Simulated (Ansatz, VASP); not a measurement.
**H: VASP beside Ansatz**

```xyz
2
Lattice="0.0000 1.5057 1.5057 1.5057 0.0000 1.5057 1.5057 1.5057 0.0000" Properties=species:S:1:pos:R:3 pbc="T T T"
H     0.0000    0.0000    0.0000
H     0.7528    0.7528    0.7528
```

Alike in both runs: functional PBE; k mesh 14 × 14 × 14; occupations fermi-dirac, width 0.05 eV; no spin polarisation.

Ansatz relaxed the structure, and its values are those at the end. VASP's run is a single point on that final structure, the one shown.

```csv
,VASP,Ansatz
version,VASP 6.6.1,Ansatz 0.2.0
potentials or method,"VASP PAW PBE potentials, release 64 (H)","PAW with Ansatz's earlier generated frozen-core files (soft_1), scalar-relativistic"
plane-wave cutoff (eV),520,420
valence electrons in the cell,2,2
```

```tsv
	VASP	Ansatz	Ansatz less VASP
gap on the k mesh at the Fermi level (eV)	none	none	-
pressure (GPa)	-0.4	0.0	+0.40
```

A gap of «none» marks a metal or a gap that the smearing closes.
